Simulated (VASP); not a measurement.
# KCdCO3F (P-6m2) in VASP: settings compared, part 3 of 3

VASP 6.6.1. Earlier steps stand in the parts before.

## Step 6: Relaxation of cell and atoms, PBE

This run uses another cell than the first one, of 14.44 Å³/atom.

Contents of INCAR:

```
ALGO = Normal
EDIFF = 1E-6
EDIFFG = -0.005
ENCUT = 600
GGA = PE
IBRION = 2
ISIF = 3
ISMEAR = -1
LASPH = True
LCHARG = False
LREAL = False
LWAVE = False
NELM = 100
NSW = 80
PREC = Accurate
SIGMA = 0.02
```

Contents of KPOINTS:

```
k-points
0
Gamma
  6 6 6
```

Contents of POSCAR:

```
KCdCO3F
1.0
    5.1324000000      0.0000000000      0.0000000000
   -2.5662000000      4.4447887824      0.0000000000
    0.0000000000      0.0000000000      4.4324000000
K Cd C O F
1 1 1 3 1
Direct
    0.0000000000      0.0000000000      0.0000000000
    0.6666666667      0.3333333333      0.5000000000
    0.3333333333      0.6666666667      0.5000000000
    0.1925000000      0.3850000000      0.5000000000
    0.1925000000      0.8075000000      0.5000000000
    0.6150000000      0.8075000000      0.5000000000
    0.6666666667      0.3333333333      0.0000000000
```

Potentials or basis: VASP PAW PBE potentials, release 64 (K_sv, Cd, C, O, F).

Launch:

```sh
$ cat potpaw_PBE.64/K_sv/POTCAR potpaw_PBE.64/Cd/POTCAR potpaw_PBE.64/C/POTCAR potpaw_PBE.64/O/POTCAR potpaw_PBE.64/F/POTCAR > POTCAR
$ mpirun -np 1 vasp_std > vasp.out
```

OUTCAR:

```text
EDIFF = 1E-6
   EDIFFG = -0.005
   ENCUT = 600
   GGA = PE
   IBRION = 2
   ISIF = 3
   ISMEAR = -1
   LASPH = True
   LREAL = False
   NELM = 100
   NSW = 80
   PREC = Accurate

 ion  position               nearest neighbor table
   1  0.000  0.000  0.000-   6 2.80   6 2.80   5 2.80   5 2.80   4 2.80   4 2.80   2 3.70   2 3.70
                             2 3.70   2 3.70   2 3.70   2 3.70
   2  0.667  0.333  0.500-   7 2.22   7 2.22   4 2.58   6 2.58   5 2.58   5 2.58   4 2.58   6 2.58
                             1 3.70   1 3.70   1 3.70   1 3.70   1 3.70   1 3.70
   3  0.333  0.667  0.500-   5 1.25   6 1.25   4 1.25
   4  0.193  0.385  0.500-   3 1.25   2 2.58   2 2.58   1 2.80   1 2.80
   5  0.193  0.807  0.500-   3 1.25   2 2.58   2 2.58   1 2.80   1 2.80
   6  0.615  0.807  0.500-   3 1.25   2 2.58   2 2.58   1 2.80   1 2.80
   7  0.667  0.333  0.000-   2 2.22   2 2.22

  LATTYP: Found a hexagonal cell.
 ALAT       =     5.1324000000
 C/A-ratio  =     0.8636115657

  Lattice vectors:

[... 1112 lines left out ...]

--------------------------------------- Ionic step        9  -------------------------------------------

 number of electron      50.0000005 magnetization

------------------------ aborting loop because EDIFF is reached ----------------------------------------
[... 77 lines left out ...]
--------------------------------------- Ionic step       11  -------------------------------------------

 number of electron      50.0000004 magnetization

 Free energy of the ion-electron system (eV)
  ---------------------------------------------------
  ext. energy  EPLUGINS =         0.00000000
  ---------------------------------------------------
  free energy    TOTEN  =       -39.83547836 eV

  energy without entropy =      -39.83547836  energy(sigma->0) =      -39.83547836

 E-fermi :   0.4234     XC(G=0):  -9.2100

 val. band max:       -0.1104601846   @ k =   0.0000   0.0000   0.5000
 cond. band min:       1.6410522474   @ k =   0.0000   0.0000   0.0000
 fundamental gap:      1.7515124321
 Fermi energy:         0.4233964156

 k-point     1 :       0.0000    0.0000    0.0000
  band No.  band energies     occupation
      1     -27.8546      2.00000
      2     -21.8785      2.00000
      3     -21.6901      2.00000
      4     -18.6170      2.00000
      5     -18.6170      2.00000
      6     -11.4017      2.00000
[... 817 lines left out ...]
  FREE ENERGIE OF THE ION-ELECTRON SYSTEM (eV)
  ---------------------------------------------------
  free  energy   TOTEN  =       -39.8354783614 eV

  energy  without entropy=      -39.8354783614  energy(sigma->0) =      -39.83547836

 reached required accuracy - stopping structural energy minimisation
```

OSZICAR:

```text
N       E                     dE             d eps       ncg     rms          rms(c)
DAV:   1     0.454740025133E+03    0.45474E+03   -0.29621E+04  1680   0.183E+03
[... 99 lines left out ...]
DAV:   2    -0.398356718837E+02    0.18623E-02   -0.67369E-03  1920   0.660E-01    0.925E-02
DAV:   3    -0.398354938180E+02    0.17807E-03   -0.44526E-04  1874   0.229E-01    0.730E-02
DAV:   4    -0.398354724656E+02    0.21352E-04   -0.10942E-04  2346   0.717E-02    0.431E-02
DAV:   5    -0.398354759693E+02   -0.35037E-05   -0.12160E-05  2682   0.250E-02    0.112E-02
DAV:   6    -0.398354774501E+02   -0.14809E-05   -0.22792E-06  1908   0.167E-02    0.426E-03
DAV:   7    -0.398354784557E+02   -0.10056E-05   -0.70267E-07  1098   0.609E-03    0.172E-03
DAV:   8    -0.398354783614E+02    0.94330E-07   -0.11828E-07  1014   0.299E-03
  11 F= -.39835478E+02 E0= -.39835478E+02  d E =-.115052E-03
```

Run time: 20 min. Hardware: 1 thread of Oxide Virtual Turin-like, shared host; peak memory 0.3 GiB.

Results:

- Free energy: -39.8355 eV
- Relaxed volume: 14.66 Å³/atom
- Relaxed cell: a = 5.132 Å, b = 5.132 Å, c = 4.501 Å, α = 90.00°, β = 90.00°, γ = 120.00°
- Space group after relaxing (to 0.1 Å): P-6m2 (No. 187)
- Energy gained by relaxing: 32.4 meV/atom
- Ionic steps: 11
- Pressure after relaxing: 0.0 GPa
- Largest force after relaxing: 0.004 eV/Å
- Band gap on the k mesh: 1.75 eV

Forces in eV/Å, atoms in the order of the input:
```
K    0.000  0.000  0.000
Cd   0.000  0.000  0.000
C    0.000  0.000  0.000
O    0.000  0.004  0.000
O    0.003 -0.002  0.000
O   -0.003 -0.002  0.000
F    0.000  0.000  0.000
```

The path:
```csv
step,energy change (eV),largest force (eV/Å),pressure (GPa),volume (Å³)
1,0.0000,3.4375,6.79,101.11
2,1.9217,6.4897,-14.15,110.29
3,-0.2154,0.3732,-0.82,103.02
4,-0.2193,0.0533,-0.16,102.81
5,-0.2195,0.0410,0.04,102.75
6,-0.2224,0.0411,-0.01,102.80
7,-0.2264,0.0412,-0.10,102.96
8,-0.2264,0.0411,-0.11,102.96
9,-0.2264,0.1028,-0.25,102.76
10,-0.2265,0.0266,-0.18,102.87
11,-0.2267,0.0036,-0.02,102.64
```

Final structure:
```
K Cd C O F
1.0
     5.13162    0.00000    0.00000
    -2.56581    4.44411    0.00000
     0.00000    0.00000    4.50077
K Cd C O F
1 1 1 3 1
Direct
  0.00000 0.00000 0.00000
  0.66667 0.33333 0.50000
  0.33333 0.66667 0.50000
  0.18741 0.37481 0.50000
  0.18741 0.81259 0.50000
  0.62519 0.81259 0.50000
  0.66667 0.33333 0.00000
```

Levels at points of the mesh, in eV from the valence-band top:
```
           k point  band 21  band 22  band 23  band 24  band 25  band 26  band 27  band 28  band 29  band 30
(0.00, 0.00, 0.00)    -1.73    -1.73    -1.42    -1.42     0.00     1.75     5.77     6.26     8.88     9.10
(0.50, 0.00, 0.00)    -2.89    -1.90    -1.41    -1.39    -0.15     3.92     5.83     6.07     8.41     9.44
(0.00, 0.00, 0.50)    -1.88    -1.88    -1.36    -1.36     0.00     3.92     5.08     6.29     9.06     9.06
(0.50, 0.00, 0.50)    -2.15    -1.65    -1.39    -1.32    -0.14     5.36     5.92     6.88     7.69     8.29
```

A k mesh can miss the band edges. Zero-point motion and thermal expansion aren't in these numbers.

## Step 7: The runs side by side

| task | level | cell | cutoff (eV) | smearing | gap on the mesh (eV) | pressure (GPa) | largest force (eV/Å) |
| --- | --- | --- | --- | --- | --- | --- | --- |
| single point | PBE | a = 5.042, b = 5.042, c = 4.424 Å, angles 90.0, 90.0, 120.0°, 7 atoms, atomic positions A | 520 | fermi-dirac 0.02 eV | 2.00 | 4.9 | 0.72 |
| single point | PBE | a = 5.133, b = 5.133, c = 4.489 Å, angles 90.0, 90.0, 120.0°, 7 atoms, atomic positions B | 520 | fermi-dirac 0.02 eV | 1.75 | 0.7 | 0.26 |
| single point | r2SCAN | a = 5.042, b = 5.042, c = 4.424 Å, angles 90.0, 90.0, 120.0°, 7 atoms, atomic positions A | 520 | fermi-dirac 0.02 eV | 2.64 | 1.1 | 0.36 |
| single point | r2SCAN | a = 5.042, b = 5.042, c = 4.424 Å, angles 90.0, 90.0, 120.0°, 7 atoms, atomic positions A | 520 | gaussian 0.01 eV | 2.64 | 1.1 | 0.36 |
| relaxation of cell and atoms | PBE | relaxed from a = 5.132, b = 5.132, c = 4.432 Å, angles 90.0, 90.0, 120.0°, 7 atoms, atomic positions C | 600 | fermi-dirac 0.02 eV | 1.75 | 0.0 | - |

Alike in all rows: potentials or basis VASP PAW PBE potentials, release 64 (K_sv, Cd, C, O, F); no spin polarisation; k mesh 6 × 6 × 6.

On the cell as given the gap runs from 2.00 eV (PBE) to 2.64 eV (r2SCAN). The pressure there spans 1.1 GPa (r2SCAN) to 4.9 GPa (PBE); a positive pressure means that this level wants a larger cell, a negative one a smaller.

Caveats: the PAW data sets were made with another functional, which shifts forces and pressure a little (at least some runs); the cell stands under pressure (at least some runs).

Total energies depend on the potentials used, so only differences within one code and one set of settings carry meaning.
